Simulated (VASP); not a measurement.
# Re (P6_3/mmc) in VASP: notebook

The runs below take Re through single point, with r2SCAN.

All numbers are computed with VASP 6.6.1; they aren't measurements. Logs are shortened: lines on timing, memory, paths and dates and some standing lists are left out, and cuts for length are marked.

## 1. The cell of the first run

Symmetry: P6_3/mmc, No. 194, hexagonal system. Conventional cell: a = 2.758 Å, b = 2.758 Å, c = 4.462 Å, α = 90.00°, β = 90.00°, γ = 120.00°. Re (site symmetry -6m2) has 12 Re at 2.74 to 2.76 Å within 3.6 Å.

## 2. Single point, r2SCAN

Contents of POSCAR:

```
Re
1.0
    2.7580262944      0.0000000000      0.0000000000
   -1.3790131472      2.3885208353      0.0000000000
    0.0000000000      0.0000000000      4.4622540790
Re
2
Direct
    0.3333333333      0.6666666667      0.2500000000
    0.6666666667      0.3333333333      0.7500000000
```

Contents of INCAR.step1:

```
SYSTEM = Re
ALGO = Normal
EDIFF = 1E-4
ENCUT = 520
GGA = PE
ISMEAR = 0
LASPH = .True.
LCHARG = .False.
LREAL = .False.
LWAVE = .True.
NBANDS = 14
NELM = 100
PREC = Accurate
SIGMA = 0.1
```

Contents of INCAR.step2:

```
SYSTEM = Re
ALGO = Normal
EDIFF = 1E-7
ENCUT = 520
ISIF = 2
ISMEAR = 0
ISTART = 1
LASPH = .True.
LCHARG = .False.
LMIXTAU = .True.
LREAL = .False.
LWAVE = .False.
METAGGA = R2SCAN
NBANDS = 14
NELM = 100
PREC = Accurate
SIGMA = 0.1
```

Contents of KPOINTS:

```
k-points
0
Gamma
  18 18 10
  0 0 0
```

Potentials or basis: VASP PAW PBE potentials, release 64 (Re).

Launch:

```
$ cat potpaw_PBE.64/Re/POTCAR > POTCAR
$ cp INCAR.step1 INCAR
$ mpirun -np 1 vasp_std > vasp.out
$ cp INCAR.step2 INCAR
$ mpirun -np 1 vasp_std > vasp.out
```

OUTCAR:

```text
SYSTEM = Re
   EDIFF = 1E-7
   ENCUT = 520
   ISIF = 2
   ISMEAR = 0
   ISTART = 1
   LASPH = .True.
   LREAL = .False.
   METAGGA = R2SCAN
   NELM = 100
   PREC = Accurate

 ion  position               nearest neighbor table
   1  0.333  0.667  0.250-   2 2.74   2 2.74   2 2.74   2 2.74   2 2.74   2 2.74
   2  0.667  0.333  0.750-   1 2.74   1 2.74   1 2.74   1 2.74   1 2.74   1 2.74

  LATTYP: Found a hexagonal cell.
 ALAT       =     2.7580262944
 C/A-ratio  =     1.6179157132

  Lattice vectors:

 A1 = (   2.7580262944,   0.0000000000,   0.0000000000)
 A2 = (  -1.3790131472,   2.3885208353,   0.0000000000)
 A3 = (   0.0000000000,   0.0000000000,   4.4622540790)

Analysis of symmetry for initial positions (statically):
=====================================================================
 Subroutine PRICEL returns:
 Original cell was already a primitive cell.

 Routine SETGRP: Setting up the symmetry group for a
 hexagonal supercell.

 Subroutine GETGRP returns: Found 24 space group operations
 (whereof 12 operations were pure point group operations)
 out of a pool of 24 trial point group operations.

The static configuration has the point symmetry D_3d.
 The point group associated with its full space group is D_6h.

Analysis of symmetry for dynamics (positions and initial velocities):
=====================================================================
 Subroutine PRICEL returns:
 Original cell was already a primitive cell.

 Routine SETGRP: Setting up the symmetry group for a
 hexagonal supercell.

 Subroutine GETGRP returns: Found 24 space group operations
 (whereof 12 operations were pure point group operations)
 out of a pool of 24 trial point group operations.

The dynamic configuration has the point symmetry D_3d.
 The point group associated with its full space group is D_6h.

 Subroutine INISYM returns: Found 24 space group operations
 (whereof 12 operations are pure point group operations),
 and found     1 'primitive' translations

----------------------------------------------------------------------------------------

                                     Primitive cell

  volume of cell :      29.3956

  direct lattice vectors                    reciprocal lattice vectors
     2.758026294  0.000000000  0.000000000     0.362578124  0.209334578  0.000000000
    -1.379013147  2.388520835  0.000000000     0.000000000  0.418669155  0.000000000
     0.000000000  0.000000000  4.462254079     0.000000000  0.000000000  0.224101986

  length of vectors
     2.758026294  2.758026294  4.462254079     0.418669155  0.418669155  0.224101986

  position of ions in fractional coordinates (direct lattice)
     0.333333333  0.666666667  0.250000000
     0.666666667  0.333333333  0.750000000

  ion indices of the primitive-cell ions
   primitive index   ion index
                 1           1
                 2           2

----------------------------------------------------------------------------------------

 KPOINTS: k-points

Automatic generation of k-mesh.
 Grid dimensions read from file:
 generate k-points for:   18   18   10

 Generating k-lattice:

  Cartesian coordinates                     Fractional coordinates (reciprocal lattice)
     0.020143229  0.011629699  0.000000000     0.055555556  0.000000000  0.000000000
     0.000000000  0.023259398  0.000000000     0.000000000  0.055555556  0.000000000
     0.000000000  0.000000000  0.022410199     0.000000000  0.000000000  0.100000000

  Length of vectors
     0.023259398  0.023259398  0.022410199

  Shift w.r.t. Gamma in fractional coordinates (k-lattice)
     0.000000000  0.000000000  0.000000000

 Subroutine IBZKPT returns following result:
 ===========================================

 Found    222 irreducible k-points:

 Following reciprocal coordinates:
            Coordinates               Weight
  0.000000  0.000000  0.000000      1.000000
  0.055556  0.000000  0.000000      6.000000
  0.111111  0.000000  0.000000      6.000000
  0.166667 -0.000000  0.000000      6.000000
  0.222222  0.000000  0.000000      6.000000
  0.277778  0.000000  0.000000      6.000000
[... 16 lines left out ...]
  0.333333  0.111111  0.000000     12.000000
  0.388889  0.111111  0.000000     12.000000
 [... further k-points ...]
   k-points           NKPTS =    222   k-points in BZ     NKDIM =    222   number of bands    NBANDS=     14
   number of dos      NEDOS =    301   number of ions     NIONS =      2
   total plane-waves  NPLWV =  20736
   dimension x,y,z NGX =    24 NGY =   24 NGZ =   36
   dimension x,y,z NGXF=    48 NGYF=   48 NGZF=   72
   ions per type =               2
   NGX,Y,Z   is equivalent  to a cutoff of  14.47, 14.47, 13.41 a.u.
   NGXF,Y,Z  is equivalent  to a cutoff of  28.93, 28.93, 26.82 a.u.
 SYSTEM =  Re
   PREC   = accura    normal or accurate (medium, high low for compatibility)
   ISTART =      1    job   : 0-new  1-cont  2-samecut
   ICHARG =      0    charge: 1-file 2-atom 10-const
   ISPIN  =      1    spin polarized calculation?
   LNONCOLLINEAR =      F non collinear calculations
   LSORBIT =      F    spin-orbit coupling
   LASPH  =      T    aspherical Exc in radial PAW
   ENCUT  =  520.0 eV  38.22 Ry    6.18 a.u.   5.13  5.13  8.30*2*pi/ulx,y,z
   NELM   =    100;   NELMIN=  2; NELMDL=  0     # of ELM steps
   EDIFF  = 0.1E-06   stopping-criterion for ELM
   LREAL  =      F    real-space projection
   EDIFFG = 0.1E-05   stopping-criterion for IOM
   NSW    =      0    number of steps for IOM
   IBRION =     -1    ionic relax: 0-MD 1-quasi-New 2-CG
   NFREE  =      0    steps in history (QN), initial steepest desc. (CG)
   ISIF   =      2    stress and relaxation
   ISYM   =      2    0-nonsym 1-usesym 2-fastsym
   POTIM  = 0.5000    time-step for ionic-motion
   TEBEG  =    0.0;   TEEND  =   0.0 temperature during run
   PSTRESS=    0.0 pullay stress
   NELECT =      14.0000    total number of electrons
   NUPDOWN=      -1.0000    fix difference up-down
   EMIN   =  10.00;   EMAX   =-10.00  energy-range for DOS
   EFERMI =   0.00;   METHOD = LEGACY
   ISMEAR =     0;   SIGMA  =   0.10  broadening in eV -4-tet -1-fermi 0-gaus
   EFERMI_NEDOS =   21; number of points for ismear=-14 and -15
   IALGO  =     38    algorithm
   IMIX   =      4    mixing-type and parameters
     AMIX     =   0.40;   BMIX     =  1.00
     AMIX_MAG =   1.60;   BMIX_MAG =  1.00
  volume/ion in A,a.u.               =      14.70        99.19
  Fermi-wavevector in a.u.,A,eV,Ry     =   1.278469  2.415956 22.238498  1.634483
  Thomas-Fermi vector in A             =   2.411010
   LORBIT       =      0    0 simple, 1 ext, 2 COOP (PROOUT), +10 PAW based schemes
   METAGGA = R2SCAN    functional components
   LHFCALC =     F    Hartree Fock is set to
   AEXX    =    0.0000 exact exchange contribution
   IVDW    =     0    specifies the selected vdW correction
   LEPSILON=     F    determine dielectric tensor
   LRPA    =     F    only Hartree local field effects (RPA)
 non-spin polarized calculation
 Gauss-broadening in eV      SIGMA  =   0.10
  energy-cutoff  :      520.00
  volume of cell :       29.40
 maximum number of plane-waves:       808
 NGX is ok and might be reduce to    24
   NGX = 11   NGY = 11   NGZ = 17

 number of electron      14.0000000 magnetization

 Free energy of the ion-electron system (eV)
  ---------------------------------------------------
  ext. energy  EPLUGINS =         0.00000000
  ---------------------------------------------------
  free energy    TOTEN  =      -104.90411143 eV

  energy without entropy =     -104.89653407  energy(sigma->0) =     -104.90032275

 E-fermi :   7.6817     XC(G=0): -14.9969

 val. band max:        7.6576949892   @ k =   0.2778   0.1667   0.5000
 cond. band min:       7.6842095452   @ k =   0.1667   0.0556   0.1000
 fundamental gap:      0.0265145559
 Fermi energy:         7.6816527958

 k-point     1 :       0.0000    0.0000    0.0000
  band No.  band energies     occupation
      1      -2.6539      2.00000
      2       0.7562      2.00000
      3       6.0292      2.00000
      4       6.0755      2.00000
      5       6.0755      2.00000
      6       6.9354      2.00000
      7       6.9354      2.00000
      8       7.9339      0.00036
      9       7.9339      0.00036
     10       8.2269      0.00000
     11      11.2232      0.00000
     12      11.2232      0.00000
     13      18.2447      0.00000
     14      22.5340      0.00000

 k-point     2 :       0.0556    0.0000    0.0000
  band No.  band energies     occupation
      1      -2.5207      2.00000
      2       0.8813      2.00000
      3       5.6706      2.00000
      4       6.1966      2.00000
      5       6.3874      2.00000
      6       6.8384      2.00000
      7       7.0497      2.00000
      8       7.6121      1.67460
      9       7.8309      0.03479
     10       7.9589      0.00009
     11      11.2920      0.00000
     12      11.8178      0.00000
     13      18.2385      0.00000
     14      22.8301      0.00000

 k-point     3 :       0.1111    0.0000    0.0000
  band No.  band energies     occupation
      1      -2.1324      2.00000
      2       1.2331      2.00000
      3       5.2222      2.00000
      4       6.5176      2.00000
      5       6.5555      2.00000
      6       6.6301      2.00000
      7       6.8126      2.00000
      8       7.3876      1.99997
      9       7.5600      1.91468
     10       7.7433      0.38295
     11      11.4633      0.00000
     12      13.0436      0.00000
     13      18.1909      0.00000
     14      23.6442      0.00000
[... 324 lines left out ...]
 k-point    23 :       0.3333    0.1111    0.0000
  band No.  band energies     occupation
      1       1.6269      2.00000
      2       2.1511      2.00000
      3       2.6071      2.00000
      4       4.8237      2.00000
      5       5.5719      2.00000
      6       6.4832      2.00000
      7       6.6721      2.00000
      8      10.0581      0.00000
      9      11.1661      0.00000
     10      11.9257      0.00000
     11      12.5310      0.00000
     12      17.8282      0.00000
     13      18.2752      0.00000
     14      20.3648      0.00000

 k-point    24 :       0.3889    0.1111    0.0000
  band No.  band energies     occupation
      1       1.8453      2.00000
      2       1.9855      2.00000
      3       2.3285      2.00000
      4       5.2546      2.00000
      5       5.5489      2.00000
      6       6.2360      2.00000
      7       7.0199      2.00000
      8      11.0253      0.00000
      9      11.6637      0.00000
     10      11.9445      0.00000
     11      13.5683      0.00000
     12      16.5122      0.00000
     13      18.4411      0.00000
     14      19.5786      0.00000

 [... further k-points ...]
[... 5 lines left out ...]
  --------------------------------------------------------------------------------------
  -------------------------------------------------------------------------------------
  Total        0.0139659      0.0139659      0.0027162      0.0000000      0.0000000      0.0000000
  in kB        0.7612005      0.7612005      0.1480423      0.0000000      0.0000000      0.0000000
  external PRESSURE =       0.5568144 kB  Pullay stress =       0.0000000 kB

 VOLUME and BASIS-vectors are now :
 -----------------------------------------------------------------------------
  energy-cutoff  :      520.00
  volume of cell :       29.40
      direct lattice vectors                 reciprocal lattice vectors
     2.758026294  0.000000000  0.000000000     0.362578124  0.209334578  0.000000000
    -1.379013147  2.388520835  0.000000000     0.000000000  0.418669155  0.000000000
     0.000000000  0.000000000  4.462254079     0.000000000  0.000000000  0.224101986

 POSITION                                       TOTAL-FORCE (eV/Angst)
 -----------------------------------------------------------------------------------
     -0.00000      1.59235      1.11556        -0.000000     -0.000000      0.000000
      1.37901      0.79617      3.34669         0.000000      0.000000      0.000000
 -----------------------------------------------------------------------------------
    total drift:                               -0.000000      0.000000     -0.000000

  FREE ENERGIE OF THE ION-ELECTRON SYSTEM (eV)
  ---------------------------------------------------
  free  energy   TOTEN  =      -104.9041114280 eV

  energy  without entropy=     -104.8965340717  energy(sigma->0) =     -104.90032275
```

Run time: 3.7 min. Hardware: 1 thread of Intel Xeon Platinum 8488C (Sapphire Rapids), shared host; peak memory 0.22 GiB.

Results:

```
Free energy            : -104.9041 eV
Pressure               : 0.1 GPa
Band gap on the k mesh : zero (band 7 reaches 9.14 eV, above the bottom of band 8 at 5.94 eV)
```

Caveat: the PAW data sets were made with another functional, which shifts forces and pressure a little; spin-orbit coupling is left out, which moves the levels of the heavy elements.

## 3. Single point, r2SCAN (volume scaled by 1.03, then relaxed in part)

Contents of POSCAR:

```
Re
1.0
    2.7853352615      0.0000000000      0.0000000000
   -1.3926676307      2.4121710945      0.0000000000
    0.0000000000      0.0000000000      4.5064376859
Re
2
Direct
    0.3333333333      0.6666666667      0.2500000000
    0.6666666667      0.3333333333      0.7500000000
```

Contents of INCAR.step1:

```
ALGO = Normal ; EDIFF = 1E-4
ENCUT = 520 ; GGA = PE
ISMEAR = 0 ; LASPH = True
LCHARG = False ; LREAL = False
LWAVE = True ; NBANDS = 14
NELM = 80 ; PREC = Accurate
SIGMA = 0.1
```

Contents of INCAR.step2:

```
ALGO = Normal ; EDIFF = 1E-7
ENCUT = 520 ; ISIF = 2
ISMEAR = 0 ; ISTART = 1
LASPH = True ; LCHARG = False
LMIXTAU = True ; LREAL = False
LWAVE = False ; METAGGA = R2SCAN
NBANDS = 14 ; NELM = 80
PREC = Accurate ; SIGMA = 0.1
```

Contents of KPOINTS:

```
k-points
0
Gamma
  18 18 10
```

Potentials or basis: VASP PAW PBE potentials, release 64 (Re).

Launch:

```
$ cat potpaw_PBE.64/Re/POTCAR > POTCAR
$ cp INCAR.step1 INCAR
$ mpirun -np 1 vasp_std > vasp.out
$ cp INCAR.step2 INCAR
$ mpirun -np 1 vasp_std > vasp.out
```

It took 4.8 min on 1 thread of Intel Xeon Platinum 8488C (Sapphire Rapids), shared host; peak memory 0.23 GiB.

The run converged. Its results:

```
Free energy            : -104.8742 eV
Pressure               : -10.9 GPa
Band gap on the k mesh : zero (band 7 reaches 8.70 eV, above the bottom of band 8 at 5.67 eV)
```

Stress tensor (GPa, compression positive):
```
-10.87   0.00   0.00
  0.00 -10.87   0.00
  0.00   0.00 -11.02
```

Levels at points of the mesh, in eV from the Fermi level:
```tsv
k point	band 4	band 5	band 6	band 7	band 8	band 9	band 10	band 11
(0.00, 0.00, 0.00)	-1.53	-1.53	-0.71	-0.71	0.25	0.25	0.48	3.40
(0.50, 0.00, 0.00)	-1.87	-1.84	-1.40	-0.62	3.97	4.35	4.49	6.03
(0.00, 0.00, 0.50)	-2.42	-1.66	-1.66	-1.66	-1.66	2.57	2.57	2.57
(0.50, 0.00, 0.50)	-4.10	0.45	0.45	0.86	0.86	4.27	4.27	4.76
```

Caveat: the PAW data sets were made with another functional, which shifts forces and pressure a little; spin-orbit coupling is left out, which moves the levels of the heavy elements.

## 4. Single point, r2SCAN (volume scaled by 1.06, then relaxed in part)

Contents of POSCAR:

```
Re
1.0
    2.8124687796      0.0000000000      0.0000000000
   -1.4062343898      2.4356694105      0.0000000000
    0.0000000000      0.0000000000      4.5486397762
Re
2
Direct
    0.3333333333      0.6666666667      0.2500000000
    0.6666666667      0.3333333333      0.7500000000
```

Contents of INCAR.step1:

```
SYSTEM = Re
ALGO     = Normal         ! electronic algorithm
EDIFF    = 1E-4           ! SCF threshold, eV
ENCUT    = 520            ! plane-wave cutoff, eV
GGA      = PE             ! functional
ISMEAR   = 0              ! smearing method
LASPH    = .TRUE.         ! aspherical terms in the spheres
LCHARG   = .FALSE.        ! write CHGCAR
LREAL    = .FALSE.        ! projectors in reciprocal space
LWAVE    = .TRUE.         ! write WAVECAR
NBANDS   = 14             ! bands
NELM     = 100            ! most SCF steps
PREC     = Accurate       ! precision mode
SIGMA    = 0.1            ! smearing width, eV
```

Contents of INCAR.step2:

```
SYSTEM = Re
ALGO     = Normal         ! electronic algorithm
EDIFF    = 1E-6           ! SCF threshold, eV
ENCUT    = 520            ! plane-wave cutoff, eV
ISIF     = 2              ! what is computed and relaxed
ISMEAR   = 0              ! smearing method
ISTART   = 1            
LASPH    = .TRUE.         ! aspherical terms in the spheres
LCHARG   = .TRUE.         ! write CHGCAR
LELF     = .TRUE.         ! ELF
LMIXTAU  = .TRUE.       
LREAL    = .FALSE.        ! projectors in reciprocal space
LVHAR    = .TRUE.       
LWAVE    = .FALSE.        ! write WAVECAR
METAGGA  = R2SCAN         ! meta-GGA
NBANDS   = 14             ! bands
NELM     = 100            ! most SCF steps
PREC     = Accurate       ! precision mode
SIGMA    = 0.1            ! smearing width, eV
```

Contents of KPOINTS:

```
k-points
0
G
  18 18 10
  0 0 0
```

Launch:

```
$ cat potpaw_PBE.64/Re/POTCAR > POTCAR
$ cp INCAR.step1 INCAR
$ mpirun -np 1 vasp_std > vasp.out
$ cp INCAR.step2 INCAR
$ mpirun -np 1 vasp_std > vasp.out
```

Run time: 4.6 min. Hardware: 1 thread of Intel Xeon Platinum 8488C (Sapphire Rapids), shared host; peak memory 0.22 GiB.

It converged, with:

- Free energy: -104.7884 eV
- Pressure: -20.2 GPa
- Band gap on the k mesh: zero (band 7 reaches 8.29 eV, above the bottom of band 8 at 5.40 eV)

Stress tensor (GPa, compression positive):
```
-20.21   0.00   0.00
  0.00 -20.21   0.00
  0.00   0.00 -20.31
```

Levels at points of the mesh, in eV from the Fermi level:
| k point | band 4 | band 5 | band 6 | band 7 | band 8 | band 9 | band 10 | band 11 |
| --- | --- | --- | --- | --- | --- | --- | --- | --- |
| (0.00, 0.00, 0.00) | -1.46 | -1.46 | -0.68 | -0.68 | 0.24 | 0.24 | 0.44 | 3.27 |
| (0.50, 0.00, 0.00) | -1.83 | -1.79 | -1.35 | -0.60 | 3.80 | 4.16 | 4.29 | 5.78 |
| (0.00, 0.00, 0.50) | -2.33 | -1.58 | -1.58 | -1.58 | -1.58 | 2.46 | 2.46 | 2.46 |
| (0.50, 0.00, 0.50) | -3.93 | 0.44 | 0.44 | 0.80 | 0.80 | 4.09 | 4.09 | 4.57 |

Caveat: the PAW data sets were made with another functional, which shifts forces and pressure a little; spin-orbit coupling is left out, which moves the levels of the heavy elements.

## 5. Summary

| cell | gap on the mesh (eV) | pressure (GPa) |
| --- | --- | --- |
| a = 2.758, b = 2.758, c = 4.462 Å, angles 90.0, 90.0, 120.0°, 2 atoms | none | 0.1 |
| a = 2.785, b = 2.785, c = 4.506 Å, angles 90.0, 90.0, 120.0°, 2 atoms | none | -10.9 |
| a = 2.812, b = 2.812, c = 4.549 Å, angles 90.0, 90.0, 120.0°, 2 atoms | none | -20.2 |

Alike in all rows: task single point; level r2SCAN; potentials or basis VASP PAW PBE potentials, release 64 (Re); no spin polarisation; k mesh 18 × 18 × 10; cutoff (eV) 520; smearing gaussian 0.1 eV.

Caveats: the PAW data sets were made with another functional, which shifts forces and pressure a little; spin-orbit coupling is left out, which moves the levels of the heavy elements.

Total energies depend on the potentials used, so only differences within one code and one set of settings carry meaning.
